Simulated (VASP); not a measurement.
Input of a VASP 6.6.1 run:

File INCAR:

```
  PREC = Accurate
  ENCUT = 600
  EDIFF = 1E-7
  ISMEAR = 0
  SIGMA = 0.1
  LREAL = False
  LASPH = True
  NELM = 80
  ALGO = Normal
  ISIF = 3
  LWAVE = False
  LCHARG = False
  GGA = PE
  IBRION = 2
  NSW = 90
  EDIFFG = -0.04
```

File KPOINTS:

```
regular mesh
0
Gamma
  6 6 6
```

POSCAR

```
MgH2
1.0
    0.0000000000      3.0975386469      3.0975386469
    3.0975386469      0.0000000000      3.0975386469
    3.0975386469      3.0975386469      0.0000000000
Mg H
2 4
Direct
    0.0000000000      0.0000000000      0.0000000000
    0.2500000000      0.2500000000      0.2500000000
    0.6250000000      0.6250000000      0.6250000000
    0.1250000000      0.6250000000      0.6250000000
    0.6250000000      0.6250000000      0.1250000000
    0.6250000000      0.1250000000      0.6250000000
```

Potentials or basis: VASP PAW PBE potentials, release 64 (Mg, H).

The run is started by

```bash
$ cat potpaw_PBE.64/Mg/POTCAR potpaw_PBE.64/H/POTCAR > POTCAR
$ mpirun -np 1 vasp_std > vasp.out
```

Task: Estimate the band gap on the k mesh.

Result: Zero (band 4 reaches 2.52 eV, above the bottom of band 5 at 2.35 eV).

Task: Estimate the space group after relaxing (to 0.05 Å).

Result: Fd-3m (No. 227).

Final structure:
```
Mg H
1.0
     0.00000    2.98086    2.98086
     2.98086    0.00000    2.98086
     2.98086    2.98086    0.00000
Mg H
2 4
Direct
  0.00000 0.00000 0.00000
  0.25000 0.25000 0.25000
  0.62500 0.62500 0.62500
  0.12500 0.62500 0.62500
  0.62500 0.62500 0.12500
  0.62500 0.12500 0.62500
```
